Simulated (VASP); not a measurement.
ZnS, 4 atoms in the cell. The structure is hexagonal, space group P6_3mc (No. 186). Conventional cell: a = 3.883 Å, b = 3.883 Å, c = 6.368 Å, α = 90.00°, β = 90.00°, γ = 120.00°. Zn (site symmetry 3m) has 4 S at 2.38 Å within 3.1 Å. Within 3.1 Å of S (site symmetry 3m) lie 4 Zn at 2.38 Å.  This cell differs from its parent crystal: equal strain along all axes, cell held: +1.0 %.

- Program: VASP 6.6.1
- Task: relaxation of the atoms
- Functional: PBE
- Potentials or basis: VASP PAW PBE potentials, release 64 (Zn, S)
- Cutoff: 520 eV
- k mesh: 12 × 12 × 4
- Occupations: gaussian, width 0.02 eV
- Spin: no spin polarisation
- Dipole correction: no
- Further INCAR settings: ALGO = Normal; EDIFF = 1e-07; IBRION = 2; EDIFFG = -0.008; NSW = 60

Potentials or basis: VASP PAW PBE potentials, release 64 (Zn, S).

The run is started by

```bash
$ cat potpaw_PBE.64/Zn/POTCAR potpaw_PBE.64/S/POTCAR > POTCAR
$ mpirun -np 1 vasp_std > vasp.out
```

Hardware: 1 thread of Intel(R) Xeon(R) 6975P-C (Granite Rapids) (shared host).

Problem. Estimate the wall time of this run.

Solution. It took 57 s on 1 thread of Intel(R) Xeon(R) 6975P-C (Granite Rapids) (shared host), peak memory 0.24 GiB. Counts: scf iterations 16, k points 57, ion steps 1.
